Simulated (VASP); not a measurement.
Here is a VASP 6.6.1 calculation.

INCAR

```
  PREC = Accurate
  ENCUT = 520
  EDIFF = 1E-6
  ISMEAR = 0
  SIGMA = 0.05
  LREAL = F
  LASPH = T
  NELM = 100
  ALGO = Normal
  ISIF = 2
  LWAVE = F
  LCHARG = F
  GGA = PS
  NBANDS = 15
```

The input KPOINTS:

```
regular mesh
0
Gamma
  6 6 6
```

The input POSCAR:

```
RbBr
1.0
    4.2292292325      0.0000000000      0.0000000000
    0.0000000000      4.2292292325      0.0000000000
    0.0000000000      0.0000000000      4.3323811650
Rb Br
1 1
Direct
    0.0000000000      0.0000000000      0.0000000000
    0.5000000000      0.5000000000      0.5000000000
```

Potentials or basis: VASP PAW PBE potentials, release 64 (Rb_sv, Br).

Run with:

```console
$ cat potpaw_PBE.64/Rb_sv/POTCAR potpaw_PBE.64/Br/POTCAR > POTCAR
$ mpirun -np 1 vasp_std > vasp.out
```

(1) What does it give for the pressure?

(2) Estimate the band gap on the k mesh.

## Answers

(1) -1.6 GPa.

(2) 3.58 eV (least direct gap 3.73 eV).

Caveat: the cell differs from its parent crystal (strain +0.025 along x and y, +0.050 along z); the PAW data sets were made with another functional, which shifts forces and pressure a little.
